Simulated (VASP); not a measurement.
# Si (a cell with a defect) in VASP: relaxation of the atoms with PBEsol

Aim: the relaxation of the atoms of Si (a cell with a defect) with PBEsol.

Everything below comes from runs of VASP 6.6.1. Logs are shortened: lines on timing, memory, paths and dates and some standing lists are left out, and cuts for length are marked.

## (1) The cell of the first run

The cell holds a defect, 17 atoms: a = 7.679 Å, b = 7.679 Å, c = 7.679 Å, α = 60.00°, β = 60.00°, γ = 60.00°.

## (2) Relaxation of the atoms, PBEsol

INCAR reads:

```
PREC = Accurate
ENCUT = 520
EDIFF = 1E-7
ISMEAR = -1
SIGMA = 0.05
LREAL = Auto
LASPH = True
NELM = 60
ALGO = Normal
ISIF = 2
LWAVE = False
LCHARG = False
GGA = PS
IBRION = 2
NSW = 45
EDIFFG = -0.08
```

KPOINTS reads:

```
regular mesh
0
Gamma
  2 2 2
```

POSCAR reads:

```
Si
1.0
    0.0000000000      5.4300000000      5.4300000000
    5.4300000000      0.0000000000      5.4300000000
    5.4300000000      5.4300000000      0.0000000000
Si
17
Direct
    0.0000000000      0.0000000000      0.0000000000
    0.1250000000      0.1250000000      0.1250000000
    0.0000000000      0.0000000000      0.5000000000
    0.1250000000      0.1250000000      0.6250000000
    0.0000000000      0.5000000000      0.0000000000
    0.1250000000      0.6250000000      0.1250000000
    0.0000000000      0.5000000000      0.5000000000
    0.1250000000      0.6250000000      0.6250000000
    0.5000000000      0.0000000000      0.0000000000
    0.6250000000      0.1250000000      0.1250000000
    0.5000000000      0.0000000000      0.5000000000
    0.6250000000      0.1250000000      0.6250000000
    0.5000000000      0.5000000000      0.0000000000
    0.6250000000      0.6250000000      0.1250000000
    0.5000000000      0.5000000000      0.5000000000
    0.6250000000      0.6250000000      0.6250000000
    0.7325424000      0.7602205000      0.7599087000
```

Potentials or basis: VASP PAW PBE potentials, release 64 (Si).

Command:

```console
$ cat potpaw_PBE.64/Si/POTCAR > POTCAR
$ mpirun -np 1 vasp_std > vasp.out
```

OUTCAR:

```text
PREC = Accurate
   ENCUT = 520
   EDIFF = 1E-7
   ISMEAR = -1
   LREAL = Auto
   LASPH = True
   NELM = 60
   ISIF = 2
   GGA = PS
   IBRION = 2
   NSW = 45
   EDIFFG = -0.08

 ion  position               nearest neighbor table
   1  0.000  0.000  0.000-   2 2.35   4 2.35   6 2.35  10 2.35
   2  0.125  0.125  0.125-   1 2.35   3 2.35   5 2.35   9 2.35
   3  0.000  0.000  0.500-   2 2.35   4 2.35   8 2.35  12 2.35  17 2.76
   4  0.125  0.125  0.625-   1 2.35   3 2.35   7 2.35  11 2.35
   5  0.000  0.500  0.000-   2 2.35   6 2.35   8 2.35  14 2.35  17 2.76
   6  0.125  0.625  0.125-   1 2.35   5 2.35   7 2.35  13 2.35
   7  0.000  0.500  0.500-   4 2.35   6 2.35   8 2.35  16 2.35  17 2.82
   8  0.125  0.625  0.625-   3 2.35   5 2.35   7 2.35  15 2.35  17 2.46
   9  0.500  0.000  0.000-   2 2.35  10 2.35  12 2.35  14 2.35  17 2.61
  10  0.625  0.125  0.125-   1 2.35   9 2.35  11 2.35  13 2.35
  11  0.500  0.000  0.500-   4 2.35  10 2.35  12 2.35  16 2.35  17 2.68
  12  0.625  0.125  0.625-  17 2.29   9 2.35  11 2.35  15 2.35   3 2.35
  13  0.500  0.500  0.000-   6 2.35  10 2.35  14 2.35  16 2.35  17 2.68
  14  0.625  0.625  0.125-  17 2.29   9 2.35  13 2.35  15 2.35   5 2.35
  15  0.500  0.500  0.500-   8 2.35  12 2.35  14 2.35  16 2.35
  16  0.625  0.625  0.625-   7 2.35  11 2.35  13 2.35  15 2.35  17 2.37
  17  0.733  0.760  0.760-  12 2.29  14 2.29  16 2.37   8 2.46   9 2.61  11 2.68  13 2.68   3 2.76
                             5 2.76   7 2.82

  LATTYP: Found a face centered cubic cell.
 ALAT       =    10.8600000000

  Lattice vectors:

 A1 = (   0.0000000000,   5.4300000000,   5.4300000000)
 A2 = (   5.4300000000,   0.0000000000,   5.4300000000)
 A3 = (   5.4300000000,   5.4300000000,   0.0000000000)

Analysis of symmetry for initial positions (statically):
=====================================================================
 Subroutine PRICEL returns:
 Original cell was already a primitive cell.

 Routine SETGRP: Setting up the symmetry group for a
 face centered cubic supercell.

 Subroutine GETGRP returns: Found  1 space group operations
 (whereof  1 operations were pure point group operations)
 out of a pool of 48 trial point group operations.

The static configuration has the point symmetry C_1 .

Analysis of symmetry for dynamics (positions and initial velocities):
=====================================================================
 Subroutine PRICEL returns:
 Original cell was already a primitive cell.

 Routine SETGRP: Setting up the symmetry group for a
 face centered cubic supercell.

 Subroutine GETGRP returns: Found  1 space group operations
 (whereof  1 operations were pure point group operations)
 out of a pool of 48 trial point group operations.

The dynamic configuration has the point symmetry C_1 .

 Subroutine INISYM returns: Found  1 space group operations
 (whereof  1 operations are pure point group operations),
 and found     1 'primitive' translations

----------------------------------------------------------------------------------------

                                     Primitive cell

  volume of cell :     320.2060

  direct lattice vectors                    reciprocal lattice vectors
     0.000000000  5.430000000  5.430000000    -0.092081031  0.092081031  0.092081031
     5.430000000  0.000000000  5.430000000     0.092081031 -0.092081031  0.092081031
     5.430000000  5.430000000  0.000000000     0.092081031  0.092081031 -0.092081031

  length of vectors
     7.679179644  7.679179644  7.679179644     0.159489025  0.159489025  0.159489025

  position of ions in fractional coordinates (direct lattice)
     0.000000000  0.000000000  0.000000000
     0.125000000  0.125000000  0.125000000
     0.000000000  0.000000000  0.500000000
     0.125000000  0.125000000  0.625000000
     0.000000000  0.500000000  0.000000000
     0.125000000  0.625000000  0.125000000
[... 9 lines left out ...]
     0.625000000  0.625000000  0.625000000
     0.732542400  0.760220500  0.759908700

  ion indices of the primitive-cell ions
   primitive index   ion index
                 1           1
                 2           2
                 3           3
                 4           4
                 5           5
                 6           6
[... 9 lines left out ...]
                16          16
                17          17

----------------------------------------------------------------------------------------

 KPOINTS: regular mesh

Automatic generation of k-mesh.
 Grid dimensions read from file:
 generate k-points for:    2    2    2

 Generating k-lattice:

  Cartesian coordinates                     Fractional coordinates (reciprocal lattice)
    -0.046040516  0.046040516  0.046040516     0.500000000  0.000000000  0.000000000
     0.046040516 -0.046040516  0.046040516     0.000000000  0.500000000  0.000000000
     0.046040516  0.046040516 -0.046040516     0.000000000  0.000000000  0.500000000

  Length of vectors
     0.079744512  0.079744512  0.079744512

  Shift w.r.t. Gamma in fractional coordinates (k-lattice)
     0.000000000  0.000000000  0.000000000

 Subroutine IBZKPT returns following result:
 ===========================================

 Found      8 irreducible k-points:

 Following reciprocal coordinates:
            Coordinates               Weight
  0.000000  0.000000  0.000000      1.000000
  0.500000  0.000000  0.000000      1.000000
  0.000000  0.500000  0.000000      1.000000
  0.000000  0.000000  0.500000      1.000000
  0.500000  0.500000  0.500000      1.000000
  0.500000  0.500000  0.000000      1.000000
  0.000000  0.500000  0.500000      1.000000
  0.500000  0.000000  0.500000      1.000000
   k-points           NKPTS =      8   k-points in BZ     NKDIM =      8   number of bands    NBANDS=     43
   number of dos      NEDOS =    301   number of ions     NIONS =     17
   total plane-waves  NPLWV = 216000
   dimension x,y,z NGX =    60 NGY =   60 NGZ =   60
   dimension x,y,z NGXF=   120 NGYF=  120 NGZF=  120
   ions per type =              17
   NGX,Y,Z   is equivalent  to a cutoff of  12.99, 12.99, 12.99 a.u.
   NGXF,Y,Z  is equivalent  to a cutoff of  25.98, 25.98, 25.98 a.u.
 SYSTEM =  unknown system
   PREC   = accura    normal or accurate (medium, high low for compatibility)
   ISTART =      0    job   : 0-new  1-cont  2-samecut
   ICHARG =      2    charge: 1-file 2-atom 10-const
   ISPIN  =      1    spin polarized calculation?
   LNONCOLLINEAR =      F non collinear calculations
   LSORBIT =      F    spin-orbit coupling
   LASPH  =      T    aspherical Exc in radial PAW
   ENCUT  =  520.0 eV  38.22 Ry    6.18 a.u.  14.28 14.28 14.28*2*pi/ulx,y,z
   NELM   =     60;   NELMIN=  2; NELMDL= -5     # of ELM steps
   EDIFF  = 0.1E-06   stopping-criterion for ELM
   LREAL  =      T    real-space projection
   EDIFFG = -.8E-01   stopping-criterion for IOM
   NSW    =     45    number of steps for IOM
   IBRION =      2    ionic relax: 0-MD 1-quasi-New 2-CG
   NFREE  =      1    steps in history (QN), initial steepest desc. (CG)
   ISIF   =      2    stress and relaxation
   ISYM   =      2    0-nonsym 1-usesym 2-fastsym
   POTIM  = 0.5000    time-step for ionic-motion
   TEBEG  =    0.0;   TEEND  =   0.0 temperature during run
   PSTRESS=    0.0 pullay stress
   NELECT =      68.0000    total number of electrons
   NUPDOWN=      -1.0000    fix difference up-down
   EMIN   =  10.00;   EMAX   =-10.00  energy-range for DOS
   EFERMI =   0.00;   METHOD = LEGACY
   ISMEAR =    -1;   SIGMA  =   0.05  broadening in eV -4-tet -1-fermi 0-gaus
   EFERMI_NEDOS =   21; number of points for ismear=-14 and -15
   IALGO  =     38    algorithm
   IMIX   =      4    mixing-type and parameters
     AMIX     =   0.40;   BMIX     =  1.00
     AMIX_MAG =   1.60;   BMIX_MAG =  1.00
  volume/ion in A,a.u.               =      18.84       127.11
  Fermi-wavevector in a.u.,A,eV,Ry     =   0.976715  1.845724 12.979587  0.953973
  Thomas-Fermi vector in A             =   2.107356
   LORBIT       =      0    0 simple, 1 ext, 2 COOP (PROOUT), +10 PAW based schemes
   GGA     = PS    functional components
   LHFCALC =     F    Hartree Fock is set to
   AEXX    =    0.0000 exact exchange contribution
   IVDW    =     0    specifies the selected vdW correction
   LEPSILON=     F    determine dielectric tensor
   LRPA    =     F    only Hartree local field effects (RPA)
 conjugate gradient relaxation of ions
 non-spin polarized calculation
  energy-cutoff  :      520.00
  volume of cell :      320.21
 maximum number of plane-waves:      8646
 NGX is ok and might be reduce to    60
   NGX = 29   NGY = 29   NGZ = 29

--------------------------------------- Ionic step        1  -------------------------------------------

 number of electron      68.0000004 magnetization

 Free energy of the ion-electron system (eV)
  ---------------------------------------------------
  ext. energy  EPLUGINS =         0.00000000
  ---------------------------------------------------
  free energy    TOTEN  =       -93.76264842 eV

  energy without entropy =      -93.72563490  energy(sigma->0) =      -93.74414166

------------------------ aborting loop because EDIFF is reached ----------------------------------------

  FORCE on cell =-STRESS in cart. coord.  units (eV):
  Direction    XX          YY          ZZ          XY          YZ          ZX
  --------------------------------------------------------------------------------------
  -------------------------------------------------------------------------------------
  Total        8.0899395      8.0853243      8.0851439      0.4294981     -1.3630476      0.4543442
  in kB       40.4786827     40.4555903     40.4546874      2.1490293     -6.8201218      2.2733487
  external PRESSURE =      40.4629868 kB  Pullay stress =       0.0000000 kB
[... 240 lines left out ...]
  energy  without entropy=      -93.9055850709  energy(sigma->0) =      -93.92416783

--------------------------------------- Ionic step        6  -------------------------------------------

 number of electron      68.0000000 magnetization

 Free energy of the ion-electron system (eV)
  ---------------------------------------------------
  ext. energy  EPLUGINS =         0.00000000
  ---------------------------------------------------
  free energy    TOTEN  =       -93.94528263 eV

  energy without entropy =      -93.90829937  energy(sigma->0) =      -93.92679100

 E-fermi :   6.7558     XC(G=0):  -9.8070

 val. band max:        6.5738207698   @ k =   0.0000   0.0000   0.0000
 cond. band min:       6.8115493876   @ k =   0.5000   0.5000   0.0000
 fundamental gap:      0.2377286178
 Fermi energy:         6.7558453472

 k-point     1 :       0.0000    0.0000    0.0000
  band No.  band energies     occupation
      1      -6.3866      2.00000
      2      -3.8329      2.00000
      3      -3.6842      2.00000
      4      -3.6799      2.00000
      5      -3.6743      2.00000
      6      -2.8829      2.00000
[... 401 lines left out ...]
  FREE ENERGIE OF THE ION-ELECTRON SYSTEM (eV)
  ---------------------------------------------------
  free  energy   TOTEN  =       -93.9452826307 eV

  energy  without entropy=      -93.9082993736  energy(sigma->0) =      -93.92679100

 reached required accuracy - stopping structural energy minimisation
```

Wall time 6 min (1 thread of Intel Xeon 6975P-C (Granite Rapids), shared host); peak memory 0.53 GiB.

What came out:

| Item | Value |
| --- | --- |
| Free energy | -93.9453 eV |
| Energy gained by relaxing | 10.7 meV/atom |
| Ionic steps | 6 |
| Pressure after relaxing | 3.4 GPa |
| Largest force after relaxing | 0.079 eV/Å |
| Band gap on the k mesh | zero (band 34 reaches 6.81 eV, above the bottom of band 35 at 6.56 eV) |

Forces in eV/Å, atoms in the order of the input:
```
Si   0.001 -0.001 -0.001
Si  -0.017  0.016  0.016
Si   0.023 -0.024 -0.002
Si  -0.012  0.012  0.006
Si   0.023 -0.002 -0.024
Si  -0.011  0.006  0.012
Si  -0.001 -0.015 -0.015
Si   0.025 -0.014 -0.013
Si  -0.014  0.001  0.001
Si  -0.001 -0.013 -0.013
Si   0.008  0.013  0.011
Si   0.023 -0.005 -0.020
Si   0.007  0.010  0.013
Si   0.023 -0.020 -0.004
Si  -0.041  0.009  0.008
Si   0.035 -0.001 -0.001
Si  -0.069  0.028  0.027
```

Step by step:
```tsv
step	energy change (eV)	largest force (eV/Å)	pressure (GPa)
1	0.0000	1.2987	4.05
2	-0.1694	0.3302	3.48
3	-0.1700	0.3445	3.46
4	-0.1798	0.1625	3.44
5	-0.1801	0.1592	3.43
6	-0.1826	0.0791	3.45
```

Final structure:
```cif
data_structure
_symmetry_space_group_name_H-M 'P 1'
_symmetry_Int_Tables_number 1
_cell_length_a 7.6792
_cell_length_b 7.6792
_cell_length_c 7.6792
_cell_angle_alpha 60.000
_cell_angle_beta 60.000
_cell_angle_gamma 60.000
_cell_volume 320.21
loop_
_atom_site_label
_atom_site_type_symbol
_atom_site_fract_x
_atom_site_fract_y
_atom_site_fract_z
_atom_site_occupancy
Si1 Si 0.00025 0.99988 0.99988 1
Si2 Si 0.12385 0.12471 0.12470 1
Si3 Si 0.00269 0.00313 0.49713 1
Si4 Si 0.12411 0.12480 0.62652 1
Si5 Si 0.00270 0.49714 0.00312 1
Si6 Si 0.12411 0.62652 0.12480 1
Si7 Si 0.00272 0.49721 0.49721 1
Si8 Si 0.12770 0.62405 0.62406 1
Si9 Si 0.49663 0.00334 0.00332 1
Si10 Si 0.62710 0.12444 0.12443 1
Si11 Si 0.49674 0.00334 0.49692 1
Si12 Si 0.62243 0.13411 0.62156 1
Si13 Si 0.49674 0.49692 0.00333 1
Si14 Si 0.62245 0.62158 0.13405 1
Si15 Si 0.49555 0.50264 0.50256 1
Si16 Si 0.62335 0.62271 0.62272 1
Si17 Si 0.74340 0.75371 0.75361 1
```

Caveat: the k points lie up to 0.50 Å⁻¹ apart; the PAW data sets were made with another functional, which shifts forces and pressure a little; the relaxation stopped at a loose force limit of 0.08 eV/Å, so its end isn't a converged minimum.
